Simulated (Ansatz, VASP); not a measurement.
**SnSe: VASP beside Ansatz**

INCAR

```
PREC = Accurate ; ENCUT = 500
EDIFF = 1E-6 ; ISMEAR = -1
SIGMA = 0.02 ; LREAL = F
LASPH = T ; NELM = 120
ALGO = Normal ; ISIF = 2
LWAVE = F ; LCHARG = F
GGA = PE ; NBANDS = 17
GGA_COMPAT = F
```

Contents of KPOINTS:

```
regular mesh
0
Gamma
  8 8 8
```

The input POSCAR:

```
SnSe
1.0
    0.0000000000      2.8820286276      3.0303281388
    2.8820286276      0.0000000000      3.0303281388
    2.8820286276      2.8820286276      0.0000000000
Sn Se
1 1
Direct
    0.0000000000      0.0000000000      0.0000000000
    0.5000000000      0.5000000000      0.5000000000
```

Input for Ansatz:

```yaml
crystal:
  lattice:
    - [0.0, 2.8820286276, 3.0303281388]
    - [2.8820286276, 0.0, 3.0303281388]
    - [2.8820286276, 2.8820286276, 0.0]
  atoms:
    - { symbol: Sn, position: [0.0, 0.0, 0.0] }
    - { symbol: Se, position: [0.5, 0.5, 0.5] }
kpoints:
  mp_grid: { grid: [8, 8, 8] }
  band_path:
    path:
      - [0.0, 0.0, 0.0]
      - [0.5, 0.0, 0.5]
      - [0.625, 0.25, 0.625]
      - [0.375, 0.375, 0.75]
      - [0.5, 0.5, 0.5]
      - [0.5, 0.25, 0.75]
      - [0.5, 0.475, 0.525]
      - [0.209635, 0.209635, 0.419271]
      - [-0.04069, 0.031291, 0.486003]
    npoints: 1
hamiltonian:
  xc: pbe
scf:
  occupations: { method: fermi_dirac, width: 0.02 }
  n_extra_bands: 4
output:
  forces: true
  stress: true
  eigenvalues: true
  write_density: true
  write_potential: true
  elf: true
  volumetric_format: npy
```

Change from the starting cell: epitaxial_xy strain -4.0%.

Alike in both runs: task single point; functional PBE; k mesh 8 × 8 × 8; occupations fermi-dirac, width 0.02 eV; no spin polarisation.

|  | VASP | Ansatz |
| --- | --- | --- |
| version | VASP 6.6.1 | Ansatz 0.2.0 |
| potentials or method | VASP PAW PBE potentials, release 64 (Sn_d, Se) | plane waves, PAW |
| plane-wave cutoff (eV) | 500 | 420 |
| valence electrons in the cell | 20 | 30 |

|  | VASP | Ansatz | Ansatz less VASP |
| --- | --- | --- | --- |
| pressure (GPa) | 6.4 | 6.4 | 0.00 |
| traceless stress, the component that is largest in VASP (GPa) | -5.26 | -5.24 | +0.014 |

The functional is the same, so the differences come from potentials, cutoffs and numerics. VASP's potentials hold 20 valence electrons a cell and Ansatz's 30, so a difference there can come from the potentials and not from the codes.
